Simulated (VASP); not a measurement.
Al2Au (sol): relaxation of cell and atoms with PBEsol

Crystal: Al2Au (sol).

```
CELL_PARAMETERS angstrom
0.00000 3.00233 3.00233
3.00233 0.00000 3.00233
3.00233 3.00233 0.00000
ATOMIC_POSITIONS crystal
Al 0.25000 0.25000 0.25000
Al 0.75000 0.75000 0.75000
Au 0.00000 0.00000 0.00000
```

* Program: VASP 6.6.1
* Task: relaxation of cell and atoms
* Functional: PBEsol
* Potentials or basis: VASP PAW PBE potentials, release 64 (Al, Au)
* Cutoff: 600 eV
* k mesh: 12 × 12 × 12
* Occupations: gaussian, width 0.1 eV
* Spin: no spin polarisation
* Dipole correction: no
* Further INCAR settings: ALGO = Normal; EDIFF = 1e-07; IBRION = 2; EDIFFG = -0.002; NSW = 100; ISIF = 3

The relaxed volume is 18.00 Å³/atom, the relaxed cell is a = 4.243 Å, b = 4.243 Å, c = 4.243 Å, α = 60.00°, β = 60.00°, γ = 60.00° and the space group after relaxing (to 0.05 Å) is Fm-3m (No. 225). The energy gained by relaxing is 0.0 meV/atom, the ionic steps are 3 and the pressure after relaxing is 0.0 GPa.

Final structure:
```
CELL_PARAMETERS angstrom
0.00000 3.00009 3.00009
3.00009 0.00000 3.00009
3.00009 3.00009 0.00000
ATOMIC_POSITIONS crystal
Al 0.25000 0.25000 0.25000
Al 0.75000 0.75000 0.75000
Au 0.00000 0.00000 0.00000
```

Levels at points of the mesh, in eV from the Fermi level:
```csv
k point,band 6,band 7,band 8,band 9,band 10,band 11,band 12
"(0.00, 0.00, 0.00)",-5.65,2.27,2.92,2.92,2.92,3.92,3.92
"(0.50, 0.00, 0.00)",-5.53,-5.47,0.35,0.35,3.25,3.59,3.81
"(0.50, 0.50, 0.00)",-5.34,-5.05,-2.12,-2.12,1.28,2.03,7.65
```

Run time: 81 s on 1 thread of Intel Xeon 6975P-C, on a shared host, peak memory 0.25 GiB.

Caveat: the PAW data sets were made with another functional, which shifts forces and pressure a little; spin-orbit coupling is left out, which moves the levels of the heavy elements.
